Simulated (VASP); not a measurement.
Here is a VASP 6.6.1 calculation.

INCAR

```
SYSTEM = WSe2
  ALGO = Normal
  EDIFF = 1E-6
  ENCUT = 520
  GGA = PE
  ISIF = 2
  ISMEAR = 0
  IVDW = 12
  LASPH = .True.
  LCHARG = .True.
  LELF = .True.
  LREAL = .False.
  LVHAR = .True.
  LWAVE = .False.
  NBANDS = 20
  NELM = 100
  PREC = Accurate
  SIGMA = 0.05
```

File KPOINTS:

```
k-points
0
Gamma
  9 9 4
  0 0 0
```

The input POSCAR:

```
WSe2
1.0
    3.3795566996      0.0000000000      0.0000000000
   -1.6897783498      2.9267819554      0.0000000000
    0.0000000000      0.0000000000      6.5948669437
W Se
1 2
Direct
    0.0000000000      0.0000000000      0.0000000000
    0.3333333333      0.6666666667      0.2405528385
    0.3333333333      0.6666666667      0.7594471615
```

Potentials or basis: VASP PAW PBE potentials, release 64 (W_sv, Se).

The run is started by

```sh
$ cat potpaw_PBE.64/W_sv/POTCAR potpaw_PBE.64/Se/POTCAR > POTCAR
$ mpirun -np 1 vasp_std > vasp.out
```

Problem. What does it give for the dispersion energy per atom?

Solution. -0.432 eV.

Problem. Estimate the band gap on the k mesh.

Solution. 0.44 eV (least direct gap 1.15 eV).

Problem. Predict the largest force.

Solution. 1.058 eV/Å.

Problem. What does it give for the pressure?

Solution. 2.0 GPa.

Forces in eV/Å, atoms in the order of the input:
```
W    0.000  0.000  0.000
Se   0.000  0.000  1.058
Se   0.000  0.000 -1.058
```

Caveat: spin-orbit coupling is left out, which moves the levels of the heavy elements; an odd mesh through Γ misses points on the zone boundary, where band edges can lie; forces of over 1 eV/Å act on the atoms, so gaps and moduli don't describe the material at rest.
